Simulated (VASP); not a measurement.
Input of a VASP 6.6.1 run:

INCAR

```
ALGO = Normal
EDIFF = 1E-6
ENCUT = 520
ISIF = 2
ISMEAR = -1
LASPH = True
LCHARG = True
LELF = True
LREAL = False
LVHAR = True
LWAVE = False
NBANDS = 14
NELM = 60
PREC = Accurate
SIGMA = 0.15
```

File KPOINTS:

```
k-points
0
Gamma
  9 9 3
```

The input POSCAR:

```
Al
1.0
    2.7091425750      0.0000000000      0.0000000000
   -1.3545717667      2.3461867712      0.0000000000
    0.0000000000      0.0000000000      8.8027898534
Al
4
Direct
    0.0000000000      0.0000000000      0.0000000000
    0.3333333333      0.6666666667      0.2500000000
    0.0000000000      0.0000000000      0.5000000000
    0.6666666667      0.3333333333      0.7500000000
```

Potentials or basis: VASP PAW LDA potentials, release 64 (Al).

Launch:

```bash
$ cat potpaw_LDA.64/Al/POTCAR > POTCAR
$ mpirun -np 1 vasp_std > vasp.out
```

Question: Estimate the pressure.

Answer: 13.9 GPa.

Question: Estimate the band gap on the k mesh.

Answer: Zero (band 6 reaches 13.87 eV, above the bottom of band 7 at 8.17 eV).

Stress tensor (GPa, compression positive):
```
13.13  0.00  0.00
 0.00 13.13  0.00
 0.00  0.00 15.55
```
